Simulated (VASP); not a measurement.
Write the native input for VASP 6.6.1 that does the following.

- Task: single point
- Functional: RPBE
- Potentials or basis: VASP PAW PBE potentials, release 64 (Zn, S)
- Cutoff: 520 eV
- k mesh: 8 × 8 × 8
- Occupations: gaussian, width 0.02 eV
- Spin: no spin polarisation
- Dipole correction: no
- Further INCAR settings: ALGO = Normal; EDIFF = 1e-07; NBANDS = 16

The structure of ZnS lies in POSCAR:

```
ZnS
1.0
    0.0000000000      2.7211786305      2.7211786305
    2.7211786305      0.0000000000      2.7211786305
    2.7211786305      2.7211786305      0.0000000000
Zn S
1 1
Direct
    0.0000000000      0.0000000000      0.0000000000
    0.2500000000      0.2500000000      0.2500000000
```

The input as run:

INCAR

```
SYSTEM = ZnS
PREC = Accurate
ENCUT = 520
EDIFF = 1E-7
ISMEAR = 0
SIGMA = 0.02
LREAL = .FALSE.
LASPH = .TRUE.
NELM = 80
ALGO = Normal
ISIF = 2
LWAVE = .FALSE.
LCHARG = .FALSE.
GGA = RP
NBANDS = 16
```

KPOINTS

```
regular mesh
0
G
  8 8 8
  0 0 0
```

Potentials or basis: VASP PAW PBE potentials, release 64 (Zn, S).

Run with:

```bash
$ cat potpaw_PBE.64/Zn/POTCAR potpaw_PBE.64/S/POTCAR > POTCAR
$ mpirun -np 1 vasp_std > vasp.out
```

Results of the run:

```yaml
Pressure: 2.7 GPa
Band_gap_on_the_k_mesh: 2.19 eV, direct
```

Caveat: the PAW data sets were made with another functional, which shifts forces and pressure a little.

It took 18 s on 1 thread of Intel Xeon 6975P-C, with other jobs on the host, peak memory 0.17 GiB.
